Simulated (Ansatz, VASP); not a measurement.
One calculation of Hf2Ge3, two programs

```
Hf Ge
1.0
     4.69761    0.00000    0.00000
    -2.34881    4.06825    0.00000
     0.00000    0.00000    5.56679
Hf Ge
2 3
Direct
  0.33333 0.66667 0.12460
  0.66667 0.33333 0.87540
  0.00000 0.00000 0.00000
  0.33333 0.66667 0.61623
  0.66667 0.33333 0.38377
```

Change from the starting cell: species swapped into the Al3Pd2 type (P-3m1, No. 164).

Alike in both runs: functional PBE; k mesh 6 × 6 × 4; occupations gaussian, width 0.1 eV; no spin polarisation.

Ansatz relaxed the structure, and its values are those at the end. VASP's run is a single point on that final structure, the one shown.

|  | VASP | Ansatz |
| --- | --- | --- |
| version | VASP 6.6.1 | Ansatz 0.2.0 |
| potentials or method | VASP PAW PBE potentials, release 64 (Hf_pv, Ge_d), cutoff 520 eV | scalar-relativistic, plane waves, PAW |
| valence electrons in the cell | 62 | 94 |

```tsv
	VASP	Ansatz	Ansatz less VASP
gap on the k mesh at the Fermi level (eV)	none	none	-
pressure (GPa)	-0.2	0.1	+0.22
rms of the force components (eV/Å)	0.006	0.003	-0.0029
```

A gap of «none» marks a metal or a gap that the smearing closes. VASP's potentials hold 62 valence electrons a cell and Ansatz's 94, so a difference there can come from the potentials and not from the codes.

Spin-orbit coupling is off throughout.
